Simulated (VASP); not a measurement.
The system is HPbNO4.

```
H Pb N O
1.0
     3.85707    0.00178   -0.03658
     0.17353    4.33436   -0.01647
     0.75803    0.83873    5.87662
H Pb N O
1 1 1 4
Direct
  0.61511 0.89559 0.19844
  0.64597 0.44651 0.91685
  0.71474 0.23810 0.50058
  0.16958 0.47007 0.77768
  0.62919 0.97045 0.49845
  0.56424 0.92583 0.03849
  0.78022 0.42250 0.31951
```

Program: VASP 6.6.1. Alike in all runs: task single point; no spin polarisation; cell as given; cutoff (eV) 520; smearing fermi-dirac 0.05 eV.

Q: Order these runs on this cell by their pressure, lowest first.
A. level PBEsol; potentials or basis VASP PAW PBE potentials, release 64 (H, Pb_d, N, O); k mesh 5 × 4 × 4
B. level PBE; potentials or basis VASP PAW PBE potentials, release 64 (H, Pb_d, N, O); k mesh 5 × 4 × 4
C. level LDA; potentials or basis VASP PAW LDA potentials, release 64 (H, Pb_d, N, O); k mesh 5 × 4 × 4
D. level RPBE; potentials or basis VASP PAW PBE potentials, release 64 (H, Pb_d, N, O); k mesh 7 × 6 × 5

A: C (-5.5 GPa), A (-2.4 GPa), B (0.6 GPa), D (3.4 GPa).

Caveats: the standard files for N, O and F lose accuracy on very short bonds; the PAW data sets were made with another functional, which shifts forces and pressure a little (at least some runs); the cell stands under pressure (at least some runs); the cell stands under tension (at least some runs).
